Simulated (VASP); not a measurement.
Write the native input for VASP 6.6.1 that does the following.

| Quantity | Value |
| --- | --- |
| Task | single point |
| Functional | PBE |
| Potentials or basis | VASP PAW PBE potentials, release 64 (Al) |
| Cutoff | 520 eV |
| k mesh | 18 × 18 × 18 |
| Occupations | fermi-dirac, width 0.05 eV |
| Spin | no spin polarisation |
| Dipole correction | no |
| Further INCAR settings | ALGO = Normal; EDIFF = 1e-07; NBANDS = 8 |

The structure of Al lies in POSCAR:

```
Al
1.0
    0.0000000000      1.4888441880      1.4888441880
    1.4888441880      0.0000000000      1.4888441880
    1.4888441880      1.4888441880      0.0000000000
Al
1
Direct
    0.0000000000      0.0000000000      0.0000000000
```

This cell differs from its parent crystal: volume scaled by 0.4.

These files were run (other wordings do the same):

INCAR

```
SYSTEM = Al
  ALGO = Normal
  EDIFF = 1E-7
  ENCUT = 520
  GGA = PE
  ISIF = 2
  ISMEAR = -1
  LASPH = .TRUE.
  LCHARG = .FALSE.
  LREAL = .FALSE.
  LWAVE = .FALSE.
  NBANDS = 8
  NELM = 60
  PREC = Accurate
  SIGMA = 0.05
```

KPOINTS

```
k-points
0
G
  18 18 18
  0 0 0
```

Potentials or basis: VASP PAW PBE potentials, release 64 (Al).

Run with:

```sh
$ cat potpaw_PBE.64/Al/POTCAR > POTCAR
$ mpirun -np 1 vasp_std > vasp.out
```

Results of the run:

| Property | Result |
| --- | --- |
| Pressure | 473.4 GPa |

It took 9.9 s on 1 thread of AMD EPYC 7R43 64-Core Processor (Zen 3), with other jobs on the host, peak memory 0.08 GiB.
